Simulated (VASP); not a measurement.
# Cu in VASP: a series of runs

The runs below take Cu through single point, with r2SCAN.

All numbers are computed with VASP 6.6.1; they aren't measurements. Logs are shortened: lines on timing, memory, paths and dates and some standing lists are left out, and cuts for length are marked.

**1. The cell of the first run**

It takes space group R-3m (No. 166, trigonal). The conventional cell has a = 4.005 Å, b = 4.005 Å, c = 2.483 Å, α = 90.00°, β = 90.00°, γ = 120.00°. Cu (site symmetry -3m) has 14 Cu at 2.46 to 2.84 Å within 3.2 Å.

**2. Single point, r2SCAN**

Input file POSCAR:

```
Cu
1.0
    4.0053125431      0.0000000000      0.0000000000
   -2.0026562715      3.4687024124      0.0000000000
    0.0000000000      0.0000000000      2.4828701404
Cu
3
Direct
    0.3333337421      0.0000000000      0.3333333333
    0.0000000000      0.3333337421      0.6666666667
    0.6666662579      0.6666662579      0.0000000000
```

Input file INCAR.step1:

```
PREC = Accurate
ENCUT = 520
ISMEAR = 0
SIGMA = 0.1
LREAL = False
LASPH = True
NELM = 100
NBANDS = 24
GGA = PE
ALGO = Normal
EDIFF = 1E-4
LWAVE = True
LCHARG = False
```

Input file INCAR.step2:

```
PREC = Accurate
ENCUT = 520
EDIFF = 1E-7
ISMEAR = 0
SIGMA = 0.1
LREAL = False
LASPH = True
NELM = 100
ALGO = Normal
ISIF = 2
LWAVE = False
LCHARG = False
METAGGA = R2SCAN
LMIXTAU = True
NBANDS = 24
ISTART = 1
```

Input file KPOINTS:

```
regular mesh
0
Gamma
  6 6 6
```

Potentials or basis: VASP PAW PBE potentials, release 64 (Cu).

The run is started by

```console
$ cat potpaw_PBE.64/Cu/POTCAR > POTCAR
$ cp INCAR.step1 INCAR
$ mpirun -np 1 vasp_std > vasp.out
$ cp INCAR.step2 INCAR
$ mpirun -np 1 vasp_std > vasp.out
```

OUTCAR:

```text
PREC = Accurate
   ENCUT = 520
   EDIFF = 1E-7
   ISMEAR = 0
   LREAL = False
   LASPH = True
   NELM = 100
   ISIF = 2
   METAGGA = R2SCAN
   ISTART = 1

 ion  position               nearest neighbor table
   1  0.333  0.000  0.333-   3 2.46   3 2.46   2 2.46   2 2.46   3 2.46   2 2.46
   2  0.000  0.333  0.667-   3 2.46   3 2.46   1 2.46   1 2.46   3 2.46   1 2.46
   3  0.667  0.667  0.000-   1 2.46   2 2.46   1 2.46   2 2.46   2 2.46   1 2.46

  LATTYP: Found a hexagonal cell.
 ALAT       =     4.0053125431
 C/A-ratio  =     0.6198942314

  Lattice vectors:

 A1 = (   4.0053125431,   0.0000000000,   0.0000000000)
 A2 = (  -2.0026562715,   3.4687024124,   0.0000000000)
 A3 = (   0.0000000000,   0.0000000000,   2.4828701404)

Analysis of symmetry for initial positions (statically):
=====================================================================
 Subroutine PRICEL returns following result:

  LATTYP: Found a trigonal (rhomboedric) cell.
 ALAT       =     2.4561113773
 COS(alpha) =    -0.3296808683

  Lattice vectors:

 A1 = (  -2.0026587274,   1.1562355554,   0.8276233803)
 A2 = (  -0.0000024559,  -2.3124668570,   0.8276233803)
 A3 = (   2.0026611833,   1.1562313017,   0.8276233798)

   3 primitive cells build up your supercell.

 Routine SETGRP: Setting up the symmetry group for a
 hexagonal supercell.

 Subroutine GETGRP returns: Found 12 space group operations
 (whereof  2 operations were pure point group operations)
 out of a pool of 24 trial point group operations.

The static configuration has the point symmetry C_2 .
 The point group associated with its full space group is D_3d.

Analysis of symmetry for dynamics (positions and initial velocities):
=====================================================================
 Subroutine PRICEL returns following result:

  LATTYP: Found a trigonal (rhomboedric) cell.
 ALAT       =     2.4561113773
 COS(alpha) =    -0.3296808683

  Lattice vectors:

 A1 = (  -2.0026587274,   1.1562355554,   0.8276233803)
 A2 = (  -0.0000024559,  -2.3124668570,   0.8276233803)
 A3 = (   2.0026611833,   1.1562313017,   0.8276233798)

   3 primitive cells build up your supercell.

 Routine SETGRP: Setting up the symmetry group for a
 hexagonal supercell.

 Subroutine GETGRP returns: Found 12 space group operations
 (whereof  2 operations were pure point group operations)
 out of a pool of 24 trial point group operations.
[... 90 lines left out ...]
 SYSTEM =  unknown system
   PREC   = accura    normal or accurate (medium, high low for compatibility)
   ISTART =      1    job   : 0-new  1-cont  2-samecut
   ICHARG =      0    charge: 1-file 2-atom 10-const
   ISPIN  =      1    spin polarized calculation?
   LNONCOLLINEAR =      F non collinear calculations
   LSORBIT =      F    spin-orbit coupling
   LASPH  =      T    aspherical Exc in radial PAW
   ENCUT  =  520.0 eV  38.22 Ry    6.18 a.u.   7.45  7.45  4.62*2*pi/ulx,y,z
   NELM   =    100;   NELMIN=  2; NELMDL=  0     # of ELM steps
   EDIFF  = 0.1E-06   stopping-criterion for ELM
   LREAL  =      F    real-space projection
   EDIFFG = 0.1E-05   stopping-criterion for IOM
   NSW    =      0    number of steps for IOM
   IBRION =     -1    ionic relax: 0-MD 1-quasi-New 2-CG
   NFREE  =      0    steps in history (QN), initial steepest desc. (CG)
   ISIF   =      2    stress and relaxation
   ISYM   =      2    0-nonsym 1-usesym 2-fastsym
   POTIM  = 0.5000    time-step for ionic-motion
   TEBEG  =    0.0;   TEEND  =   0.0 temperature during run
   PSTRESS=    0.0 pullay stress
   NELECT =      33.0000    total number of electrons
   NUPDOWN=      -1.0000    fix difference up-down
   EMIN   =  10.00;   EMAX   =-10.00  energy-range for DOS
   EFERMI =   0.00;   METHOD = LEGACY
   ISMEAR =     0;   SIGMA  =   0.10  broadening in eV -4-tet -1-fermi 0-gaus
   EFERMI_NEDOS =   21; number of points for ismear=-14 and -15
   IALGO  =     38    algorithm
   IMIX   =      4    mixing-type and parameters
     AMIX     =   0.40;   BMIX     =  1.00
     AMIX_MAG =   1.60;   BMIX_MAG =  1.00
  volume/ion in A,a.u.               =      11.50        77.59
  Fermi-wavevector in a.u.,A,eV,Ry     =   1.613096  3.048310 35.403448  2.602080
  Thomas-Fermi vector in A             =   2.708221
   LORBIT       =      0    0 simple, 1 ext, 2 COOP (PROOUT), +10 PAW based schemes
   METAGGA = R2SCAN    functional components
   LHFCALC =     F    Hartree Fock is set to
   AEXX    =    0.0000 exact exchange contribution
   IVDW    =     0    specifies the selected vdW correction
   LEPSILON=     F    determine dielectric tensor
   LRPA    =     F    only Hartree local field effects (RPA)
 non-spin polarized calculation
 Gauss-broadening in eV      SIGMA  =   0.10
  energy-cutoff  :      520.00
  volume of cell :       34.50
 maximum number of plane-waves:       940
 NGX is ok and might be reduce to    30

 number of electron      33.0000039 magnetization

 Free energy of the ion-electron system (eV)
  ---------------------------------------------------
  ext. energy  EPLUGINS =         0.00000000
  ---------------------------------------------------
  free energy    TOTEN  =       -32.27627103 eV

  energy without entropy =      -32.26559208  energy(sigma->0) =      -32.27093156

 E-fermi :   7.8260     XC(G=0): -13.9315

 val. band max:        7.7594095886   @ k =   0.1667   0.0000   0.5000
 cond. band min:       7.8685501515   @ k =   0.3333   0.1667   0.5000
 fundamental gap:      0.1091405629
 Fermi energy:         7.8259543924

 k-point     1 :       0.0000    0.0000    0.0000
  band No.  band energies     occupation
      1      -2.1479      2.00000
      2       3.4363      2.00000
      3       3.4363      2.00000
      4       3.8668      2.00000
      5       3.8668      2.00000
      6       3.8670      2.00000
[... 637 lines left out ...]
     23      19.3622      0.00000
     24      23.3663      0.00000

 [... further k-points ...]
[... 5 lines left out ...]
  --------------------------------------------------------------------------------------
  -------------------------------------------------------------------------------------
  Total        0.1680140      0.1680140      0.1367577      0.0000000     -0.0000000     -0.0000000
  in kB        7.8036649      7.8036649      6.3519200      0.0000000     -0.0000000     -0.0000000
  external PRESSURE =       7.3197499 kB  Pullay stress =       0.0000000 kB

 VOLUME and BASIS-vectors are now :
 -----------------------------------------------------------------------------
  energy-cutoff  :      520.00
  volume of cell :       34.50
      direct lattice vectors                 reciprocal lattice vectors
     4.005312543  0.000000000  0.000000000     0.249668406  0.144146122  0.000000000
    -2.002656271  3.468702412  0.000000000     0.000000000  0.288292243  0.000000000
     0.000000000  0.000000000  2.482870140     0.000000000  0.000000000  0.402759687

 POSITION                                       TOTAL-FORCE (eV/Angst)
 -----------------------------------------------------------------------------------
      1.33511      0.00000      0.82762         0.000000      0.000000     -0.000000
     -0.66755      1.15624      1.65525        -0.000000      0.000000      0.000000
      1.33510      2.31247      0.00000         0.000000     -0.000000      0.000000
 -----------------------------------------------------------------------------------
    total drift:                               -0.000036      0.000010     -0.000002

  FREE ENERGIE OF THE ION-ELECTRON SYSTEM (eV)
  ---------------------------------------------------
  free  energy   TOTEN  =       -32.2762710296 eV

  energy  without entropy=      -32.2655920838  energy(sigma->0) =      -32.27093156
```

OUTCAR.step1:

```text
PREC = Accurate
   ENCUT = 520
   ISMEAR = 0
   LREAL = False
   LASPH = True
[... 894 lines left out ...]
      1.33511      0.00000      0.82762         0.000000     -0.000000      0.000000
     -0.66755      1.15624      1.65525         0.000000      0.000000      0.000000
      1.33510      2.31247      0.00000        -0.000000      0.000000      0.000000
 -----------------------------------------------------------------------------------
    total drift:                               -0.000042      0.000019     -0.000002

  FREE ENERGIE OF THE ION-ELECTRON SYSTEM (eV)
  ---------------------------------------------------
  free  energy   TOTEN  =       -10.9474114299 eV

  energy  without entropy=      -10.9360439100  energy(sigma->0) =      -10.94172767
```

OSZICAR.step1:

```text
N       E                     dE             d eps       ncg     rms          rms(c)
DAV:   1     0.223398431530E+03    0.22340E+03   -0.14467E+04  1720   0.245E+03
DAV:   2     0.269066377023E+01   -0.22071E+03   -0.20873E+03  1632   0.350E+02
DAV:   3    -0.134810399526E+02   -0.16172E+02   -0.14934E+02  1936   0.132E+02
DAV:   4    -0.137177258231E+02   -0.23669E+00   -0.23657E+00  1896   0.202E+01
DAV:   5    -0.137207540400E+02   -0.30282E-02   -0.30281E-02  2192   0.212E+00    0.133E+01
DAV:   6    -0.119469238678E+02    0.17738E+01   -0.19385E+01  1744   0.107E+02    0.639E+00
DAV:   7    -0.109844353433E+02    0.96249E+00   -0.37354E+00  1952   0.444E+01    0.981E-01
DAV:   8    -0.109534132264E+02    0.31022E-01   -0.42814E-02  2064   0.244E+00    0.579E-01
DAV:   9    -0.109473733925E+02    0.60398E-02   -0.11165E-02  2032   0.251E+00    0.638E-02
DAV:  10    -0.109474114299E+02   -0.38037E-04   -0.69424E-04  1960   0.443E-01
   1 F= -.10947411E+02 E0= -.10941728E+02  d E =-.113675E-01
```

Run time: 2.3 min. Hardware: 1 thread of Intel Xeon Platinum 8175M at 2.50GHz (Skylake/Cascade Lake), shared host; peak memory 0.15 GiB.

Results:

```
Free energy : -32.2763 eV
Pressure    : 0.7 GPa
```

Stress tensor (GPa, compression positive):
```
0.78 0.00 0.00
0.00 0.78 0.00
0.00 0.00 0.64
```

Caveat: the k points lie up to 0.42 Å⁻¹ apart; the PAW data sets were made with another functional, which shifts forces and pressure a little.

**3. Single point, r2SCAN**

This run uses another cell than the first one: it holds 1 atom, not 3.

Input file POSCAR:

```
Cu
1.0
   -1.4208761215      1.4208761215      1.4208761215
    1.4208761215     -1.4208761215      1.4208761215
    1.4208761215      1.4208761215     -1.4208761215
Cu
1
Direct
    0.0000000000      0.0000000000      0.0000000000
```

Input file INCAR.step1:

```
PREC = Accurate
ENCUT = 520
ISMEAR = 0
SIGMA = 0.1
LREAL = F
LASPH = T
NELM = 60
NBANDS = 12
GGA = PE
ALGO = Normal
EDIFF = 1E-4
LWAVE = T
LCHARG = F
```

Input file INCAR.step2:

```
PREC = Accurate
ENCUT = 520
EDIFF = 1E-7
ISMEAR = 0
SIGMA = 0.1
LREAL = F
LASPH = T
NELM = 60
ALGO = Normal
ISIF = 2
LWAVE = F
LCHARG = F
METAGGA = R2SCAN
LMIXTAU = T
NBANDS = 12
ISTART = 1
```

Input file KPOINTS:

```
regular mesh
0
Gamma
  28 28 28
```

Potentials or basis: VASP PAW PBE potentials, release 64 (Cu).

The run is started by

```console
$ cat potpaw_PBE.64/Cu/POTCAR > POTCAR
$ cp INCAR.step1 INCAR
$ mpirun -np 1 vasp_std > vasp.out
$ cp INCAR.step2 INCAR
$ mpirun -np 1 vasp_std > vasp.out
```

OUTCAR:

```text
PREC = Accurate
   ENCUT = 520
   EDIFF = 1E-7
   ISMEAR = 0
   LREAL = F
   LASPH = T
   NELM = 60
   ISIF = 2
   METAGGA = R2SCAN
   ISTART = 1

 ion  position               nearest neighbor table
   1  0.000  0.000  0.000-

  LATTYP: Found a body centered cubic cell.
 ALAT       =     2.8417522430

  Lattice vectors:

 A1 = (  -1.4208761215,   1.4208761215,   1.4208761215)
 A2 = (   1.4208761215,  -1.4208761215,   1.4208761215)
 A3 = (   1.4208761215,   1.4208761215,  -1.4208761215)

Analysis of symmetry for initial positions (statically):
=====================================================================
 Subroutine PRICEL returns:
 Original cell was already a primitive cell.

 Routine SETGRP: Setting up the symmetry group for a
 body centered cubic supercell.

 Subroutine GETGRP returns: Found 48 space group operations
 (whereof 48 operations were pure point group operations)
 out of a pool of 48 trial point group operations.

The static configuration has the point symmetry O_h .

Analysis of symmetry for dynamics (positions and initial velocities):
[... 156 lines left out ...]

 E-fermi :   7.7616     XC(G=0): -13.9449

 val. band max:        7.7583118129   @ k =   0.2500   0.1429   0.1071
 cond. band min:       7.7659267182   @ k =  -0.2857   0.4286   0.1429
 fundamental gap:      0.0076149053
 Fermi energy:         7.7615507073

 k-point     1 :       0.0000    0.0000    0.0000
  band No.  band energies     occupation
      1      -2.1383      2.00000
      2       4.4468      2.00000
      3       4.4472      2.00000
      4       4.4472      2.00000
      5       5.5001      2.00000
      6       5.5001      2.00000
      7      34.0904      0.00000
      8      34.0905      0.00000
      9      34.0905      0.00000
     10      38.2978      0.00000
     11      38.2978      0.00000
     12      38.2979      0.00000
[... 331 lines left out ...]
 k-point    24 :       0.3214    0.0357    0.0000
  band No.  band energies     occupation
      1       1.6782      2.00000
      2       3.8588      2.00000
      3       4.6626      2.00000
      4       5.4013      2.00000
      5       5.5959      2.00000
      6       5.8631      2.00000
      7      17.6423      0.00000
      8      26.9731      0.00000
      9      27.9364      0.00000
     10      31.2103      0.00000
     11      34.0932      0.00000
     12      40.7409      0.00000

 [... further k-points ...]
[... 5 lines left out ...]
  --------------------------------------------------------------------------------------
  -------------------------------------------------------------------------------------
  Total        0.0493174      0.0493174      0.0493174      0.0000000     -0.0000000      0.0000000
  in kB        6.8862334      6.8862334      6.8862334      0.0000000     -0.0000000      0.0000000
  external PRESSURE =       6.8862334 kB  Pullay stress =       0.0000000 kB

 VOLUME and BASIS-vectors are now :
 -----------------------------------------------------------------------------
  energy-cutoff  :      520.00
  volume of cell :       11.47
      direct lattice vectors                 reciprocal lattice vectors
    -1.420876122  1.420876122  1.420876122     0.000000000  0.351895561  0.351895561
     1.420876122 -1.420876122  1.420876122     0.351895561  0.000000000  0.351895561
     1.420876122  1.420876122 -1.420876122     0.351895561  0.351895561  0.000000000

 POSITION                                       TOTAL-FORCE (eV/Angst)
 -----------------------------------------------------------------------------------
      0.00000      0.00000      0.00000         0.000000      0.000000      0.000000
 -----------------------------------------------------------------------------------
    total drift:                                0.000000      0.000000      0.000000

  FREE ENERGIE OF THE ION-ELECTRON SYSTEM (eV)
  ---------------------------------------------------
  free  energy   TOTEN  =       -10.7907532460 eV

  energy  without entropy=      -10.7885045512  energy(sigma->0) =      -10.78962890
```

OUTCAR.step1:

```text
PREC = Accurate
   ENCUT = 520
   ISMEAR = 0
   LREAL = F
   LASPH = T
[... 575 lines left out ...]

 POSITION                                       TOTAL-FORCE (eV/Angst)
 -----------------------------------------------------------------------------------
      0.00000      0.00000      0.00000         0.000000      0.000000      0.000000
 -----------------------------------------------------------------------------------
    total drift:                                0.000000      0.000000      0.000000

  FREE ENERGIE OF THE ION-ELECTRON SYSTEM (eV)
  ---------------------------------------------------
  free  energy   TOTEN  =        -3.6791383429 eV

  energy  without entropy=       -3.6768352685  energy(sigma->0) =       -3.67798681
```

Wall time 5.7 min (1 thread of Intel Xeon Platinum 8175M at 2.50GHz (Skylake/Cascade Lake), shared host); peak memory 0.19 GiB.

What came out:

```yaml
Free_energy: -10.7908 eV
Pressure: 0.7 GPa
```

Caveat: the PAW data sets were made with another functional, which shifts forces and pressure a little.
